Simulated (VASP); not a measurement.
Runs of VASP 6.6.1 on SnSe. The structure is that of space group Pnma (No. 62), or close to it. The cells are those of the table. 

```csv
task,level,cell,k mesh,cutoff (eV),gap on the mesh (eV),pressure (GPa),largest force (eV/Å)
relaxation of cell and atoms,SVWN5,"relaxed from a = 11.420, b = 4.190, c = 4.460 Å, 8 atoms",3 × 6 × 6,600,(a),0.0,0.01
single point,PBEsol,"a = 11.420, b = 4.190, c = 4.460 Å, 8 atoms",3 × 6 × 6,520,0.48,(b),0.25
single point,PBEsol,"a = 11.187, b = 4.104, c = 4.369 Å, 8 atoms",3 × 6 × 6,520,0.48,3.2,0.63
single point,PBE,"a = 11.420, b = 4.190, c = 4.460 Å, 8 atoms",1 × 2 × 2,520,1.07,3.1,0.69
```

Alike in all rows: potentials or basis VASP PAW PBE potentials, release 64 (Sn_d, Se); no spin polarisation; smearing fermi-dirac 0.05 eV.

Fill in the values left out.

(a) 0.37; (b) -0.5.

Caveats: some runs use coarse meshes; spin-orbit coupling is left out, which moves the levels of the heavy elements; semilocal functionals underestimate gaps, and a narrow one can read as zero (at least some runs); the PAW data sets were made with another functional, which shifts forces and pressure a little (at least some runs); the cell stands under pressure (at least some runs).

A k mesh can miss the band edges, and the runs leave out spin-orbit coupling on Se, Sn.
